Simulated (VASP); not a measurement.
# Sb2W (fluorite type) (Fm-3m) in VASP: a series of runs

The runs below take Sb2W (fluorite type) through electric field gradients, single point, with PBE.

Everything below comes from runs of VASP 6.6.1. Logs are shortened: lines on timing, memory, paths and dates and some standing lists are left out, and cuts for length are marked.

**1. The cell of the first run**

The structure is cubic, space group Fm-3m (No. 225). Conventional cell: a = 6.623 Å, b = 6.623 Å, c = 6.623 Å, α = 90.00°, β = 90.00°, γ = 90.00°. W (site symmetry m-3m) has 8 Sb at 2.87 Å within 3.8 Å. Within 3.8 Å of Sb (site symmetry -43m) lie 4 W at 2.87 Å and 6 Sb at 3.31 Å.

**2. Electric field gradients, PBE**

INCAR reads:

```
SYSTEM = Sb2W
  PREC = Accurate
  ENCUT = 520
  EDIFF = 1E-8
  ISMEAR = -1
  SIGMA = 0.08
  LREAL = .False.
  LASPH = .True.
  NELM = 60
  ALGO = Normal
  ISIF = 2
  LWAVE = .False.
  LCHARG = .False.
  GGA = PE
  LEFG = .True.
  NBANDS = 19
```

KPOINTS reads:

```
regular mesh
0
Gamma
  10 10 10
  0 0 0
```

POSCAR reads:

```
Sb2W
1.0
    0.0000000000      3.3115767038      3.3115767038
    3.3115767038      0.0000000000      3.3115767038
    3.3115767038      3.3115767038      0.0000000000
W Sb
1 2
Direct
    0.0000000000      0.0000000000      0.0000000000
    0.2500000000      0.2500000000      0.2500000000
    0.7500000000      0.7500000000      0.7500000000
```

Potentials or basis: VASP PAW PBE potentials, release 64 (W_sv, Sb).

Started as:

```sh
$ cat potpaw_PBE.64/W_sv/POTCAR potpaw_PBE.64/Sb/POTCAR > POTCAR
$ mpirun -np 1 vasp_std > vasp.out
```

OUTCAR:

```text
SYSTEM = Sb2W
   PREC = Accurate
   ENCUT = 520
   EDIFF = 1E-8
   ISMEAR = -1
   LREAL = .False.
   LASPH = .True.
   NELM = 60
   ISIF = 2
   GGA = PE

 ion  position               nearest neighbor table
   1  0.000  0.000  0.000-   3 2.87   3 2.87   3 2.87   2 2.87   3 2.87   2 2.87   2 2.87   2 2.87

   2  0.250  0.250  0.250-   1 2.87   1 2.87   1 2.87   1 2.87   3 3.31   3 3.31   3 3.31   3 3.31
                             3 3.31   3 3.31
   3  0.750  0.750  0.750-   1 2.87   1 2.87   1 2.87   1 2.87   2 3.31   2 3.31   2 3.31   2 3.31
                             2 3.31   2 3.31

  LATTYP: Found a face centered cubic cell.
 ALAT       =     6.6231534076

  Lattice vectors:

 A1 = (   0.0000000000,   3.3115767038,   3.3115767038)
 A2 = (   3.3115767038,   0.0000000000,   3.3115767038)
 A3 = (   3.3115767038,   3.3115767038,   0.0000000000)

Analysis of symmetry for initial positions (statically):
=====================================================================
 Subroutine PRICEL returns:
 Original cell was already a primitive cell.

 Routine SETGRP: Setting up the symmetry group for a
 face centered cubic supercell.

 Subroutine GETGRP returns: Found 48 space group operations
 (whereof 48 operations were pure point group operations)
 out of a pool of 48 trial point group operations.

The static configuration has the point symmetry O_h .

Analysis of symmetry for dynamics (positions and initial velocities):
=====================================================================
 Subroutine PRICEL returns:
 Original cell was already a primitive cell.

 Routine SETGRP: Setting up the symmetry group for a
 face centered cubic supercell.

 Subroutine GETGRP returns: Found 48 space group operations
 (whereof 48 operations were pure point group operations)
 out of a pool of 48 trial point group operations.

The dynamic configuration has the point symmetry O_h .

 Subroutine INISYM returns: Found 48 space group operations
 (whereof 48 operations are pure point group operations),
 and found     1 'primitive' translations

----------------------------------------------------------------------------------------

                                     Primitive cell

  volume of cell :      72.6331

  direct lattice vectors                    reciprocal lattice vectors
     0.000000000  3.311576704  3.311576704    -0.150985481  0.150985481  0.150985481
     3.311576704  0.000000000  3.311576704     0.150985481 -0.150985481  0.150985481
     3.311576704  3.311576704  0.000000000     0.150985481  0.150985481 -0.150985481

  length of vectors
     4.683276687  4.683276687  4.683276687     0.261514524  0.261514524  0.261514524

  position of ions in fractional coordinates (direct lattice)
     0.000000000  0.000000000  0.000000000
     0.250000000  0.250000000  0.250000000
     0.750000000  0.750000000  0.750000000

  ion indices of the primitive-cell ions
   primitive index   ion index
                 1           1
                 2           2
                 3           3

----------------------------------------------------------------------------------------

 KPOINTS: regular mesh

Automatic generation of k-mesh.
 Grid dimensions read from file:
 generate k-points for:   10   10   10

 Generating k-lattice:

  Cartesian coordinates                     Fractional coordinates (reciprocal lattice)
    -0.015098548  0.015098548  0.015098548     0.100000000  0.000000000  0.000000000
     0.015098548 -0.015098548  0.015098548     0.000000000  0.100000000  0.000000000
     0.015098548  0.015098548 -0.015098548     0.000000000  0.000000000  0.100000000

  Length of vectors
     0.026151452  0.026151452  0.026151452

  Shift w.r.t. Gamma in fractional coordinates (k-lattice)
     0.000000000  0.000000000  0.000000000

 Subroutine IBZKPT returns following result:
 ===========================================

 Found     47 irreducible k-points:

 Following reciprocal coordinates:
            Coordinates               Weight
  0.000000  0.000000  0.000000      1.000000
  0.100000  0.000000  0.000000      8.000000
  0.200000  0.000000  0.000000      8.000000
  0.300000  0.000000  0.000000      8.000000
  0.400000  0.000000  0.000000      8.000000
  0.500000  0.000000  0.000000      4.000000
[... 16 lines left out ...]
  0.300000  0.300000  0.000000      6.000000
  0.400000  0.300000  0.000000     24.000000
 [... further k-points ...]
   k-points           NKPTS =     47   k-points in BZ     NKDIM =     47   number of bands    NBANDS=     19
   number of dos      NEDOS =    301   number of ions     NIONS =      3
   total plane-waves  NPLWV =  46656
   dimension x,y,z NGX =    36 NGY =   36 NGZ =   36
   dimension x,y,z NGXF=    72 NGYF=   72 NGZF=   72
   ions per type =               1   2
   NGX,Y,Z   is equivalent  to a cutoff of  12.78, 12.78, 12.78 a.u.
   NGXF,Y,Z  is equivalent  to a cutoff of  25.56, 25.56, 25.56 a.u.
 SYSTEM =  Sb2W
   PREC   = accura    normal or accurate (medium, high low for compatibility)
   ISTART =      0    job   : 0-new  1-cont  2-samecut
   ICHARG =      2    charge: 1-file 2-atom 10-const
   ISPIN  =      1    spin polarized calculation?
   LNONCOLLINEAR =      F non collinear calculations
   LSORBIT =      F    spin-orbit coupling
   LASPH  =      T    aspherical Exc in radial PAW
   ENCUT  =  520.0 eV  38.22 Ry    6.18 a.u.   8.71  8.71  8.71*2*pi/ulx,y,z
   NELM   =     60;   NELMIN=  2; NELMDL= -5     # of ELM steps
   EDIFF  = 0.1E-07   stopping-criterion for ELM
   LREAL  =      F    real-space projection
   EDIFFG = 0.1E-06   stopping-criterion for IOM
   NSW    =      0    number of steps for IOM
   IBRION =     -1    ionic relax: 0-MD 1-quasi-New 2-CG
   NFREE  =      0    steps in history (QN), initial steepest desc. (CG)
   ISIF   =      2    stress and relaxation
   ISYM   =      2    0-nonsym 1-usesym 2-fastsym
   POTIM  = 0.5000    time-step for ionic-motion
   TEBEG  =    0.0;   TEEND  =   0.0 temperature during run
   PSTRESS=    0.0 pullay stress
   NELECT =      24.0000    total number of electrons
   NUPDOWN=      -1.0000    fix difference up-down
   EMIN   =  10.00;   EMAX   =-10.00  energy-range for DOS
   EFERMI =   0.00;   METHOD = LEGACY
   ISMEAR =    -1;   SIGMA  =   0.08  broadening in eV -4-tet -1-fermi 0-gaus
   EFERMI_NEDOS =   21; number of points for ismear=-14 and -15
   IALGO  =     38    algorithm
   IMIX   =      4    mixing-type and parameters
     AMIX     =   0.40;   BMIX     =  1.00
     AMIX_MAG =   1.60;   BMIX_MAG =  1.00
  volume/ion in A,a.u.               =      24.21       163.38
  Fermi-wavevector in a.u.,A,eV,Ry     =   1.131793  2.138779 17.428463  1.280956
  Thomas-Fermi vector in A             =   2.268493
   LORBIT       =      0    0 simple, 1 ext, 2 COOP (PROOUT), +10 PAW based schemes
   GGA     = PE    functional components
   LHFCALC =     F    Hartree Fock is set to
   AEXX    =    0.0000 exact exchange contribution
   IVDW    =     0    specifies the selected vdW correction
   LEPSILON=     F    determine dielectric tensor
   LRPA    =     F    only Hartree local field effects (RPA)
 non-spin polarized calculation
  energy-cutoff  :      520.00
  volume of cell :       72.63
 maximum number of plane-waves:      1980
   NGX = 17   NGY = 17   NGZ = 17

 number of electron      24.0000001 magnetization

 Free energy of the ion-electron system (eV)
  ---------------------------------------------------
  ext. energy  EPLUGINS =         0.00000000
  ---------------------------------------------------
  free energy    TOTEN  =       -19.23280968 eV

  energy without entropy =      -19.13771041  energy(sigma->0) =      -19.18526005

 E-fermi :   8.3295     XC(G=0): -10.6513

 val. band max:        8.3090579442   @ k =  -0.3000   0.3000   0.1000
 cond. band min:       8.3312136568   @ k =  -0.4000   0.2000   0.0000
 fundamental gap:      0.0221557126
 Fermi energy:         8.3294505814

 k-point     1 :       0.0000    0.0000    0.0000
  band No.  band energies     occupation
      1     -65.3065      2.00000
      2     -29.5429      2.00000
      3     -29.5429      2.00000
      4     -29.5429      2.00000
      5      -3.9231      2.00000
      6       2.2842      2.00000
[... 11 lines left out ...]
     18      12.9086      0.00000
     19      12.9086      0.00000
[... 485 lines left out ...]
 k-point    24 :       0.4000    0.3000    0.0000
  band No.  band energies     occupation
      1     -65.3064      2.00000
      2     -29.5497      2.00000
      3     -29.5455      2.00000
      4     -29.5453      2.00000
      5      -2.3072      2.00000
      6      -0.1754      2.00000
[... 11 lines left out ...]
     18      13.1173      0.00000
     19      16.1753      0.00000

 [... further k-points ...]
[... 5 lines left out ...]
  --------------------------------------------------------------------------------------
  -------------------------------------------------------------------------------------
  Total       -0.0301042     -0.0301042     -0.0301042     -0.0000000     -0.0000000      0.0000000
  in kB       -0.6640527     -0.6640527     -0.6640527     -0.0000000     -0.0000000      0.0000000
  external PRESSURE =      -0.6640527 kB  Pullay stress =       0.0000000 kB

 VOLUME and BASIS-vectors are now :
 -----------------------------------------------------------------------------
  energy-cutoff  :      520.00
  volume of cell :       72.63
      direct lattice vectors                 reciprocal lattice vectors
     0.000000000  3.311576704  3.311576704    -0.150985481  0.150985481  0.150985481
     3.311576704  0.000000000  3.311576704     0.150985481 -0.150985481  0.150985481
     3.311576704  3.311576704  0.000000000     0.150985481  0.150985481 -0.150985481

 POSITION                                       TOTAL-FORCE (eV/Angst)
 -----------------------------------------------------------------------------------
      0.00000      0.00000      0.00000        -0.000000      0.000000     -0.000000
      1.65579      1.65579      1.65579        -0.000000     -0.000000     -0.000000
      4.96737      4.96737      4.96737         0.000000      0.000000      0.000000
 -----------------------------------------------------------------------------------
    total drift:                               -0.000000      0.000000      0.000000

  FREE ENERGIE OF THE ION-ELECTRON SYSTEM (eV)
  ---------------------------------------------------
  free  energy   TOTEN  =       -19.2328096806 eV

  energy  without entropy=      -19.1377104109  energy(sigma->0) =      -19.18526005

 Electric field gradients (V/A^2)
---------------------------------------------------------------------
 ion       V_xx      V_yy      V_zz      V_xy      V_xz      V_yz
---------------------------------------------------------------------
   1      -0.000    -0.000    -0.000     0.000     0.000     0.000
   2      -0.000     0.000    -0.000     0.000     0.000     0.000
   3      -0.000     0.000    -0.000     0.000     0.000     0.000
---------------------------------------------------------------------

 Electric field gradients after diagonalization (V/A^2)
 (convention: |V_zz| > |V_xx| > |V_yy|)
----------------------------------------------------------------------
 ion       V_xx      V_yy      V_zz     asymmetry (V_yy - V_xx)/ V_zz
----------------------------------------------------------------------
   1      -0.000    -0.000     0.000       0.000
   2      -0.000    -0.000     0.000       0.000
   3      -0.000    -0.000     0.000       0.000
----------------------------------------------------------------------

           NMR quadrupolar parameters

 Cq : quadrupolar parameter    Cq=e*Q*V_zz/h
 eta: asymmetry parameters     (V_yy - V_xx)/ V_zz
 Q  : nuclear electric quadrupole moment in mb (millibarn)
----------------------------------------------------------------------
 ion       Cq(MHz)       eta       Q (mb)
----------------------------------------------------------------------
   1       0.000       0.000       1.000
   2       0.000       0.000       1.000
   3       0.000       0.000       1.000
----------------------------------------------------------------------
```

Run time: 51 s. Hardware: 1 thread of Intel Xeon Platinum 8488C (Sapphire Rapids), shared host; peak memory 0.24 GiB.

Results:

- Free energy: -19.2328 eV
- Pressure: -0.1 GPa
- Band gap on the k mesh: zero (bands 12 and 13 overlap by 1.99 eV)
- Largest electric field gradient by atom: under 0.05 V/Å² on every atom

Levels at points of the mesh, in eV from the Fermi level:
| k point | band 8 | band 9 | band 10 | band 11 | band 12 | band 13 | band 14 | band 15 | band 16 | band 17 |
| --- | --- | --- | --- | --- | --- | --- | --- | --- | --- | --- |
| (0.00, 0.00, 0.00) | -4.21 | -4.21 | -0.53 | -0.53 | 1.75 | 1.75 | 1.75 | 3.69 | 3.69 | 3.69 |
| (0.50, 0.00, 0.00) | -3.41 | -2.76 | -1.37 | -1.37 | -0.77 | -0.25 | -0.25 | 2.51 | 4.55 | 4.55 |
| (0.50, 0.50, 0.00) | -3.73 | -3.73 | -1.16 | -1.16 | -1.10 | 0.01 | 2.36 | 4.31 | 4.67 | 5.75 |

Caveat: spin-orbit coupling is left out, which moves the levels of the heavy elements.

(Part 1 of 2 ends here.)

The gap in the log of VASP goes by the Fermi energy; the results here count the filled bands.